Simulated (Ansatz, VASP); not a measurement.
## BeSe in VASP and in Ansatz

```
Be Se
1.0
     0.00000    2.58397    2.58397
     2.58397    0.00000    2.58397
     2.58397    2.58397    0.00000
Be Se
1 1
Direct
  0.00000 0.00000 0.00000
  0.25000 0.25000 0.25000
```

Alike in both runs: task relaxation of cell and atoms; functional PBE; k mesh 8 × 8 × 8; occupations gaussian, width 0.02 eV; no spin polarisation.

|  | VASP | Ansatz |
| --- | --- | --- |
| version | VASP 6.6.1 | Ansatz 0.2.0 |
| potentials or method | VASP PAW PBE potentials, release 64 (Be, Se), cutoff 600 eV | scalar-relativistic, plane waves, PAW |
| valence electrons in the cell | 8 | 18 |

|  | VASP | Ansatz | Ansatz less VASP |
| --- | --- | --- | --- |
| gap on the k mesh at the Fermi level, each at its own relaxed structure (eV) | 2.67 | 2.67 | +0.006 |
| relaxed volume (Å³/atom) | 17.39 | 17.35 | -0.041 |
| relaxed cell length with the largest relative difference (Å) | 3.664 | 3.661 | -0.0029 |

VASP's potentials hold 8 valence electrons a cell and Ansatz's 18, so a difference there can come from the potentials and not from the codes.
